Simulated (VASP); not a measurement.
The system is WS2.

```xyz
3
Lattice="0.0000 2.9019 2.9019 2.9019 0.0000 2.9019 2.9019 2.9019 0.0000" Properties=species:S:1:pos:R:3 pbc="T T T"
W     0.0000    0.0000    0.0000
S     1.4509    1.4509    1.4509
S     4.3528    4.3528    4.3528
```

- Program: VASP 6.6.1
- Task: relaxation of cell and atoms
- Functional: r2SCAN
- Dispersion: rVV10
- Potentials or basis: VASP PAW PBE potentials, release 64 (W_sv, S)
- Cutoff: 600 eV
- k mesh: 8 × 8 × 8
- Occupations: fermi-dirac, width 0.03 eV
- Spin: no spin polarisation

At the start: pressure 4.0 GPa; volume 16.29 Å³/atom.

Question: How do energy, volume and symmetry change on relaxing?

Answer: Over 3 steps the energy falls by 4.9 meV/atom and the volume is 16.69 Å³/atom (+2.5 %); space group Fm-3m (No. 225, to 0.1 Å) before and after.

The path:
| step | energy change (eV) | largest force (eV/Å) | pressure (GPa) | volume (Å³) |
| --- | --- | --- | --- | --- |
| 1 | 0.0000 | 0.0000 | 4.03 | 48.87 |
| 2 | 0.0144 | 0.0000 | -5.16 | 51.83 |
| 3 | -0.0148 | 0.0000 | -0.01 | 50.08 |

Final structure:
```
W S
1.0
     0.00000    2.92560    2.92560
     2.92560    0.00000    2.92560
     2.92560    2.92560    0.00000
W S
1 2
Direct
  0.00000 0.00000 0.00000
  0.25000 0.25000 0.25000
  0.75000 0.75000 0.75000
```

Caveat: the PAW data sets were made with another functional, which shifts forces and pressure a little.
